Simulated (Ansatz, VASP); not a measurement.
ZrS2 in VASP and in Ansatz

```
Zr S
1.0
     3.67436    0.00000    0.00000
    -1.83718    3.18209    0.00000
     0.00000    0.00000    5.85714
Zr S
1 2
Direct
  0.00000 0.00000 0.00000
  0.66667 0.33333 0.75376
  0.33333 0.66667 0.24624
```

Alike in both runs: task single point; functional r2SCAN; k mesh 6 × 6 × 4; no spin polarisation.

|  | VASP | Ansatz |
| --- | --- | --- |
| version | VASP 6.6.1 | Ansatz 0.2.0 |
| potentials or method | VASP PAW PBE potentials, release 64 (Zr_sv, S) | plane waves |
| plane-wave cutoff (eV) | 550 | 500 |
| occupations | gaussian, width 0.01 eV | fixed |
| valence electrons in the cell | 24 | 24 |

|  | VASP | Ansatz | Ansatz less VASP |
| --- | --- | --- | --- |
| gap on the k mesh at the Fermi level (eV) | 1.19 | 1.19 | -0.001 |
| pressure (GPa) | 0.9 | 0.9 | +0.04 |
| traceless stress, the component that is largest in VASP (GPa) | -0.04 | -0.07 | -0.027 |
| rms of the force components (eV/Å) | 0.020 | 0.021 | +0.0010 |

VASP's potentials were made for PBE, not for r2SCAN. Atom by atom the forces differ by 0.001 eV/Å (rms over components).
